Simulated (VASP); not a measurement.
## CdTe: single point with LDA

CdTe:

```
Cd Te
1.0
     6.81415    0.00000    0.00000
     0.00000    6.13563    0.00000
     0.00000    0.00000    5.79401
Cd Te
4 4
Direct
  0.25500 0.00960 0.25000
  0.74500 0.99040 0.75000
  0.25500 0.49040 0.75000
  0.74500 0.50960 0.25000
  0.85930 0.06280 0.25000
  0.14070 0.93720 0.75000
  0.85930 0.43720 0.75000
  0.14070 0.56280 0.25000
```

```
Program             : VASP 6.6.1
Task                : single point
Functional          : LDA
Potentials or basis : VASP PAW LDA potentials, release 64 (Cd, Te)
Cutoff              : 520 eV
k mesh              : 5 × 6 × 6
Occupations         : fermi-dirac, width 0.1 eV
Spin                : no spin polarisation
```

The pressure is 1.8 GPa, the largest force is 2.531 eV/Å and the band gap on the k mesh is zero (bands 36 and 37 overlap by 0.54 eV).

Forces in eV/Å, atoms in the order of the input:
```
Cd   0.695  0.163  0.000
Cd  -0.695 -0.163  0.000
Cd   0.695 -0.163  0.000
Cd  -0.695  0.163  0.000
Te  -2.456 -0.609  0.000
Te   2.456  0.609  0.000
Te  -2.456  0.609  0.000
Te   2.456 -0.609  0.000
```

Stress tensor (GPa, compression positive):
```
 4.31  0.00  0.00
 0.00  1.78  0.00
 0.00  0.00 -0.84
```

Levels at points of the mesh, in eV from the Fermi level:
```
           k point  band 32  band 33  band 34  band 35  band 36  band 37  band 38  band 39  band 40  band 41
(0.00, 0.00, 0.00)    -2.36    -2.11    -1.90    -0.74    -0.57    -0.35    -0.06     0.55     1.59     3.25
(0.00, 0.50, 0.00)    -2.77    -1.12    -1.12    -0.99    -0.99     0.73     0.73     1.56     1.56     3.32
(0.00, 0.00, 0.50)    -2.75    -1.18    -1.18    -0.20    -0.20     0.27     0.27     1.49     1.49     3.77
(0.00, 0.50, 0.50)    -1.92    -0.59    -0.59    -0.59    -0.59     0.80     0.80     0.80     0.80     3.99
```

Run time: 8.7 min on 1 thread of Intel(R) Xeon(R) Platinum 8259CL CPU @ 2.50GHz (Skylake/Cascade Lake), on a shared host, peak memory 0.54 GiB.

Caveat: semilocal functionals underestimate gaps, so a narrow gap can read as zero; spin-orbit coupling is left out, which moves the levels of the heavy elements; forces of over 1 eV/Å act on the atoms, so gaps and moduli don't describe the material at rest.
